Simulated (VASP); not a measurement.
A run of VASP 6.6.1:

File POSCAR:

```
CdS
1.0
    0.0000000000      2.9498679679      2.8318732491
    2.9498679679      0.0000000000      2.8318732491
    2.9498679679      2.9498679679      0.0000000000
Cd S
1 1
Direct
    0.0000000000      0.0000000000      0.0000000000
    0.7500000000      0.7500000000      0.7500000000
```

Contents of INCAR.step1:

```
  ALGO = Normal
  EDIFF = 1E-4
  ENCUT = 520
  GGA = PE
  ISMEAR = 0
  LASPH = True
  LCHARG = False
  LREAL = False
  LWAVE = True
  NBANDS = 16
  NELM = 80
  PREC = Accurate
  SIGMA = 0.05
```

INCAR.step2

```
  ALGO = Normal
  EDIFF = 1E-6
  ENCUT = 520
  ISIF = 2
  ISMEAR = 0
  ISTART = 1
  LASPH = True
  LCHARG = False
  LMIXTAU = True
  LREAL = False
  LWAVE = False
  METAGGA = R2SCAN
  NBANDS = 16
  NELM = 80
  PREC = Accurate
  SIGMA = 0.05
```

Contents of KPOINTS:

```
k-points
0
Gamma
  10 10 10
```

Potentials or basis: VASP PAW PBE potentials, release 64 (Cd, S).

Command:

```console
$ cat potpaw_PBE.64/Cd/POTCAR potpaw_PBE.64/S/POTCAR > POTCAR
$ cp INCAR.step1 INCAR
$ mpirun -np 1 vasp_std > vasp.out
$ cp INCAR.step2 INCAR
$ mpirun -np 1 vasp_std > vasp.out
```

Hardware: 1 thread of Intel(R) Xeon(R) Platinum 8488C (Sapphire Rapids) (shared host).

Problem. How long does it take, and how much memory?

Solution. Wall time 3.7 min on 1 thread of Intel(R) Xeon(R) Platinum 8488C (Sapphire Rapids), on a shared host, peak memory 0.23 GiB. Counts: k points 102.
